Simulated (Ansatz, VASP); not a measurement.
## One calculation of BAs, two programs

```
B As
1.0
     0.00000    2.46362    2.35865
     2.46362    0.00000    2.35865
     2.46362    2.46362    0.00000
B As
1 1
Direct
  0.00000 0.00000 0.00000
  0.25000 0.25000 0.25000
```

Change from the starting cell: epitaxial_xy strain +3.0%.

Alike in both runs: task single point; functional r2SCAN; k mesh 10 × 10 × 10; occupations fermi-dirac, width 0.02 eV; non-collinear spin, spin-orbit coupling.

|  | VASP | Ansatz |
| --- | --- | --- |
| version | VASP 6.6.1 | Ansatz 0.2.0 |
| potentials or method | VASP PAW PBE potentials, release 64 (B, As) | plane waves, PAW |
| plane-wave cutoff (eV) | 520 | 500 |
| valence electrons in the cell | 8 | 18 |

|  | VASP | Ansatz | Ansatz less VASP |
| --- | --- | --- | --- |
| pressure (GPa) | -5.6 | -5.8 | -0.15 |
| traceless stress, the component that is largest in VASP (GPa) | 5.79 | 5.80 | +0.006 |
| net moment per atom (μB) | 0.00 | 0.00 | 0.000 |

VASP's potentials were made for PBE, not for r2SCAN. The functional is the same, so the differences come from potentials, cutoffs and numerics. VASP's potentials hold 8 valence electrons a cell and Ansatz's 18, so a difference there can come from the potentials and not from the codes.
